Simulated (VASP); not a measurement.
# Ba3C2 (P4/mbm) in VASP: single point with PBE

Aim: the single point of Ba3C2 with PBE.

Program: VASP 6.6.1. These are calculated values, not measurements. Logs are shortened: lines on timing, memory, paths and dates and some standing lists are left out, and cuts for length are marked.

### Step 1. The cell of the first run

The structure is tetragonal, space group P4/mbm (No. 127). Conventional cell: a = 7.333 Å, b = 7.333 Å, c = 5.344 Å, α = 90.00°, β = 90.00°, γ = 90.00°. Within 4.3 Å of Ba (site symmetry 4/m) lie 8 C at 3.24 to 4.15 Å and 8 Ba at 3.83 Å. Within 4.3 Å of Ba (site symmetry m2m) lie 6 C at 3.23 to 3.90 Å and 9 Ba at 3.39 to 3.88 Å. C (site symmetry m2m) has 1 C at 1.31 Å within 1.8 Å.

### Step 2. Single point, PBE

INCAR

```
PREC = Accurate
ENCUT = 520
EDIFF = 1E-6
ISMEAR = 0
SIGMA = 0.1
LREAL = F
LASPH = T
NELM = 80
ALGO = Normal
ISIF = 2
LWAVE = F
LCHARG = F
GGA = PE
NBANDS = 49
```

KPOINTS

```
Automatic mesh
0
Gamma
  6 6 8
```

POSCAR

```
Ba3C2
1.0
    7.3329319052      0.0000000000      0.0000000000
    0.0000000000      7.3329319052      0.0000000000
    0.0000000000      0.0000000000      5.3436465059
Ba C
6 4
Direct
    0.0000000000      0.0000000000      0.0000000000
    0.5000000000      0.5000000000      0.0000000000
    0.1635797609      0.6635797609      0.5000000000
    0.3364202391      0.1635797609      0.5000000000
    0.8364202391      0.3364202391      0.5000000000
    0.6635797609      0.8364202391      0.5000000000
    0.4369441058      0.9369441058      0.0000000000
    0.0630558942      0.4369441058      0.0000000000
    0.5630558942      0.0630558942      0.0000000000
    0.9369441058      0.5630558942      0.0000000000
```

Potentials or basis: VASP PAW PBE potentials, release 64 (Ba_sv, C).

Launch:

```bash
$ cat potpaw_PBE.64/Ba_sv/POTCAR potpaw_PBE.64/C/POTCAR > POTCAR
$ mpirun -np 1 vasp_std > vasp.out
```

OUTCAR:

```text
PREC = Accurate
   ENCUT = 520
   EDIFF = 1E-6
   ISMEAR = 0
   LREAL = F
   LASPH = T
   NELM = 80
   ISIF = 2
   GGA = PE

 ion  position               nearest neighbor table
   1  0.000  0.000  0.000-   7 3.24   8 3.24   9 3.24  10 3.24   3 3.83   4 3.83   5 3.83   6 3.83
                             3 3.83   4 3.83   5 3.83   6 3.83
   2  0.500  0.500  0.000-   7 3.24   8 3.24   9 3.24  10 3.24   3 3.83   4 3.83   5 3.83   6 3.83
                             3 3.83   4 3.83   5 3.83   6 3.83
   3  0.164  0.664  0.500-   8 3.23  10 3.23   8 3.23  10 3.23   5 3.39   1 3.83   2 3.83   2 3.83
                             1 3.83   4 3.88   6 3.88   4 3.88   6 3.88
   4  0.336  0.164  0.500-   7 3.23   9 3.23   7 3.23   9 3.23   6 3.39   1 3.83   2 3.83   2 3.83
                             1 3.83   5 3.88   3 3.88   3 3.88   5 3.88
   5  0.836  0.336  0.500-   8 3.23  10 3.23   8 3.23  10 3.23   3 3.39   1 3.83   2 3.83   2 3.83
                             1 3.83   4 3.88   6 3.88   6 3.88   4 3.88
   6  0.664  0.836  0.500-   7 3.23   9 3.23   7 3.23   9 3.23   4 3.39   1 3.83   2 3.83   2 3.83
                             1 3.83   3 3.88   5 3.88   5 3.88   3 3.88
   7  0.437  0.937  0.000-   9 1.31   6 3.23   4 3.23   4 3.23   6 3.23   2 3.24   1 3.24
   8  0.063  0.437  0.000-  10 1.31   5 3.23   3 3.23   3 3.23   5 3.23   2 3.24   1 3.24
   9  0.563  0.063  0.000-   7 1.31   6 3.23   4 3.23   4 3.23   6 3.23   2 3.24   1 3.24
  10  0.937  0.563  0.000-   8 1.31   5 3.23   3 3.23   3 3.23   5 3.23   2 3.24   1 3.24

  LATTYP: Found a simple tetragonal cell.
 ALAT       =     7.3329319052
 C/A-ratio  =     0.7287189592

  Lattice vectors:

 A1 = (   7.3329319052,   0.0000000000,   0.0000000000)
 A2 = (   0.0000000000,   7.3329319052,   0.0000000000)
 A3 = (   0.0000000000,   0.0000000000,   5.3436465059)

Analysis of symmetry for initial positions (statically):
=====================================================================
 Subroutine PRICEL returns:
 Original cell was already a primitive cell.

 Routine SETGRP: Setting up the symmetry group for a
 simple tetragonal supercell.

 Subroutine GETGRP returns: Found 16 space group operations
 (whereof  8 operations were pure point group operations)
 out of a pool of 16 trial point group operations.

The static configuration has the point symmetry C_4h.
 The point group associated with its full space group is D_4h.

Analysis of symmetry for dynamics (positions and initial velocities):
=====================================================================
 Subroutine PRICEL returns:
 Original cell was already a primitive cell.

 Routine SETGRP: Setting up the symmetry group for a
 simple tetragonal supercell.

 Subroutine GETGRP returns: Found 16 space group operations
 (whereof  8 operations were pure point group operations)
 out of a pool of 16 trial point group operations.

The dynamic configuration has the point symmetry C_4h.
 The point group associated with its full space group is D_4h.

 Subroutine INISYM returns: Found 16 space group operations
 (whereof  8 operations are pure point group operations),
 and found     1 'primitive' translations

----------------------------------------------------------------------------------------

                                     Primitive cell

  volume of cell :     287.3380

  direct lattice vectors                    reciprocal lattice vectors
     7.332931905  0.000000000  0.000000000     0.136371101  0.000000000  0.000000000
     0.000000000  7.332931905  0.000000000     0.000000000  0.136371101  0.000000000
     0.000000000  0.000000000  5.343646506     0.000000000  0.000000000  0.187138127

  length of vectors
     7.332931905  7.332931905  5.343646506     0.136371101  0.136371101  0.187138127

  position of ions in fractional coordinates (direct lattice)
     0.000000000  0.000000000  0.000000000
     0.500000000  0.500000000  0.000000000
     0.163579761  0.663579761  0.500000000
     0.336420239  0.163579761  0.500000000
     0.836420239  0.336420239  0.500000000
     0.663579761  0.836420239  0.500000000
     0.436944106  0.936944106  0.000000000
     0.063055894  0.436944106  0.000000000
     0.563055894  0.063055894  0.000000000
     0.936944106  0.563055894  0.000000000

  ion indices of the primitive-cell ions
   primitive index   ion index
                 1           1
                 2           2
                 3           3
                 4           4
                 5           5
                 6           6
                 7           7
                 8           8
                 9           9
                10          10

----------------------------------------------------------------------------------------

 KPOINTS: Automatic mesh

Automatic generation of k-mesh.
 Grid dimensions read from file:
 generate k-points for:    6    6    8

 Generating k-lattice:

  Cartesian coordinates                     Fractional coordinates (reciprocal lattice)
     0.022728517  0.000000000  0.000000000     0.166666667  0.000000000  0.000000000
     0.000000000  0.022728517  0.000000000     0.000000000  0.166666667  0.000000000
     0.000000000  0.000000000  0.023392266     0.000000000  0.000000000  0.125000000

  Length of vectors
     0.022728517  0.022728517  0.023392266

  Shift w.r.t. Gamma in fractional coordinates (k-lattice)
     0.000000000  0.000000000  0.000000000

 Subroutine IBZKPT returns following result:
 ===========================================

 Found     50 irreducible k-points:

 Following reciprocal coordinates:
            Coordinates               Weight
  0.000000  0.000000  0.000000      1.000000
  0.166667  0.000000  0.000000      4.000000
  0.333333  0.000000  0.000000      4.000000
  0.500000  0.000000  0.000000      2.000000
  0.166667  0.166667  0.000000      4.000000
  0.333333  0.166667  0.000000      8.000000
[... 16 lines left out ...]
  0.333333  0.000000  0.250000      8.000000
  0.500000  0.000000  0.250000      4.000000
 [... further k-points ...]
   k-points           NKPTS =     50   k-points in BZ     NKDIM =     50   number of bands    NBANDS=     49
   number of dos      NEDOS =    301   number of ions     NIONS =     10
   total plane-waves  NPLWV = 125440
   dimension x,y,z NGX =    56 NGY =   56 NGZ =   40
   dimension x,y,z NGXF=   112 NGYF=  112 NGZF=   80
   ions per type =               6   4
   NGX,Y,Z   is equivalent  to a cutoff of  12.70, 12.70, 12.44 a.u.
   NGXF,Y,Z  is equivalent  to a cutoff of  25.39, 25.39, 24.89 a.u.
 SYSTEM =  unknown system
   PREC   = accura    normal or accurate (medium, high low for compatibility)
   ISTART =      0    job   : 0-new  1-cont  2-samecut
   ICHARG =      2    charge: 1-file 2-atom 10-const
   ISPIN  =      1    spin polarized calculation?
   LNONCOLLINEAR =      F non collinear calculations
   LSORBIT =      F    spin-orbit coupling
   LASPH  =      T    aspherical Exc in radial PAW
   ENCUT  =  520.0 eV  38.22 Ry    6.18 a.u.  13.63 13.63  9.94*2*pi/ulx,y,z
   NELM   =     80;   NELMIN=  2; NELMDL= -5     # of ELM steps
   EDIFF  = 0.1E-05   stopping-criterion for ELM
   LREAL  =      F    real-space projection
   EDIFFG = 0.1E-04   stopping-criterion for IOM
   NSW    =      0    number of steps for IOM
   IBRION =     -1    ionic relax: 0-MD 1-quasi-New 2-CG
   NFREE  =      0    steps in history (QN), initial steepest desc. (CG)
   ISIF   =      2    stress and relaxation
   ISYM   =      2    0-nonsym 1-usesym 2-fastsym
   POTIM  = 0.5000    time-step for ionic-motion
   TEBEG  =    0.0;   TEEND  =   0.0 temperature during run
   PSTRESS=    0.0 pullay stress
   NELECT =      76.0000    total number of electrons
   NUPDOWN=      -1.0000    fix difference up-down
   EMIN   =  10.00;   EMAX   =-10.00  energy-range for DOS
   EFERMI =   0.00;   METHOD = LEGACY
   ISMEAR =     0;   SIGMA  =   0.10  broadening in eV -4-tet -1-fermi 0-gaus
   EFERMI_NEDOS =   21; number of points for ismear=-14 and -15
   IALGO  =     38    algorithm
   IMIX   =      4    mixing-type and parameters
     AMIX     =   0.40;   BMIX     =  1.00
     AMIX_MAG =   1.60;   BMIX_MAG =  1.00
  volume/ion in A,a.u.               =      28.73       193.91
  Fermi-wavevector in a.u.,A,eV,Ry     =   1.050868  1.985853 15.025247  1.104324
  Thomas-Fermi vector in A             =   2.185889
   LORBIT       =      0    0 simple, 1 ext, 2 COOP (PROOUT), +10 PAW based schemes
   GGA     = PE    functional components
   LHFCALC =     F    Hartree Fock is set to
   AEXX    =    0.0000 exact exchange contribution
   IVDW    =     0    specifies the selected vdW correction
   LEPSILON=     F    determine dielectric tensor
   LRPA    =     F    only Hartree local field effects (RPA)
 non-spin polarized calculation
 Gauss-broadening in eV      SIGMA  =   0.10
  energy-cutoff  :      520.00
  volume of cell :      287.34
 maximum number of plane-waves:      7816
 NGX is ok and might be reduce to    56
   NGX = 27   NGY = 27   NGZ = 19

 number of electron      75.9999992 magnetization

 Free energy of the ion-electron system (eV)
  ---------------------------------------------------
  ext. energy  EPLUGINS =         0.00000000
  ---------------------------------------------------
  free energy    TOTEN  =       -44.66355800 eV

  energy without entropy =      -44.63315919  energy(sigma->0) =      -44.64835860

 E-fermi :   3.7965     XC(G=0):  -9.0222

 val. band max:        3.7946368416   @ k =   0.3333   0.3333   0.2500
 cond. band min:       3.7981256772   @ k =   0.5000   0.1667   0.5000
 fundamental gap:      0.0034888356
 Fermi energy:         3.7964676937

 k-point     1 :       0.0000    0.0000    0.0000
  band No.  band energies     occupation
      1     -25.2304      2.00000
      2     -25.1631      2.00000
      3     -24.9422      2.00000
      4     -24.8581      2.00000
      5     -24.7828      2.00000
      6     -24.7828      2.00000
[... 41 lines left out ...]
     48       5.4822      0.00000
     49       5.9567      0.00000
[... 1194 lines left out ...]
     48       5.4641      0.00000
     49       5.9093      0.00000

 [... further k-points ...]

------------------------ aborting loop because EDIFF is reached ----------------------------------------

  FORCE on cell =-STRESS in cart. coord.  units (eV):
  Direction    XX          YY          ZZ          XY          YZ          ZX
  --------------------------------------------------------------------------------------
  -------------------------------------------------------------------------------------
  Total        1.1439730      1.1439730      1.1177800      0.0000000      0.0000000      0.0000000
  in kB        6.3787168      6.3787168      6.2326664      0.0000000      0.0000000      0.0000000
  external PRESSURE =       6.3300333 kB  Pullay stress =       0.0000000 kB

 VOLUME and BASIS-vectors are now :
 -----------------------------------------------------------------------------
  energy-cutoff  :      520.00
  volume of cell :      287.34
      direct lattice vectors                 reciprocal lattice vectors
     7.332931905  0.000000000  0.000000000     0.136371101  0.000000000  0.000000000
     0.000000000  7.332931905  0.000000000     0.000000000  0.136371101  0.000000000
     0.000000000  0.000000000  5.343646506     0.000000000  0.000000000  0.187138127

 POSITION                                       TOTAL-FORCE (eV/Angst)
 -----------------------------------------------------------------------------------
      0.00000      0.00000      0.00000         0.000000      0.000000      0.000000
      3.66647      3.66647      0.00000         0.000000      0.000000      0.000000
      1.19952      4.86599      2.67182         0.039183      0.039183      0.000000
      2.46695      1.19952      2.67182        -0.039183      0.039183     -0.000000
      6.13341      2.46695      2.67182        -0.039183     -0.039183      0.000000
      4.86599      6.13341      2.67182         0.039183     -0.039183      0.000000
      3.20408      6.87055      0.00000        -0.010732     -0.010732      0.000000
      0.46238      3.20408      0.00000         0.010732     -0.010732      0.000000
      4.12885      0.46238      0.00000         0.010732      0.010732     -0.000000
      6.87055      4.12885      0.00000        -0.010732      0.010732     -0.000000
 -----------------------------------------------------------------------------------
    total drift:                               -0.000000     -0.000000     -0.000000

  FREE ENERGIE OF THE ION-ELECTRON SYSTEM (eV)
  ---------------------------------------------------
  free  energy   TOTEN  =       -44.6635580023 eV

  energy  without entropy=      -44.6331591878  energy(sigma->0) =      -44.64835860
```

It took 6.7 min on 1 thread of Intel Xeon Platinum 8559C (Emerald Rapids), shared host; peak memory 0.68 GiB.

Results:

- Free energy: -44.6636 eV
- Pressure: 0.6 GPa
- Largest force: 0.055 eV/Å
- Band gap on the k mesh: zero (bands 38 and 39 overlap by 0.45 eV)

Forces on the atoms (eV/Å):
```
Ba   0.000  0.000  0.000
Ba   0.000  0.000  0.000
Ba   0.039  0.039  0.000
Ba  -0.039  0.039  0.000
Ba  -0.039 -0.039  0.000
Ba   0.039 -0.039  0.000
C   -0.011 -0.011  0.000
C    0.011 -0.011  0.000
C    0.011  0.011  0.000
C   -0.011  0.011  0.000
```

Caveat: spin-orbit coupling is left out, which moves the levels of the heavy elements.
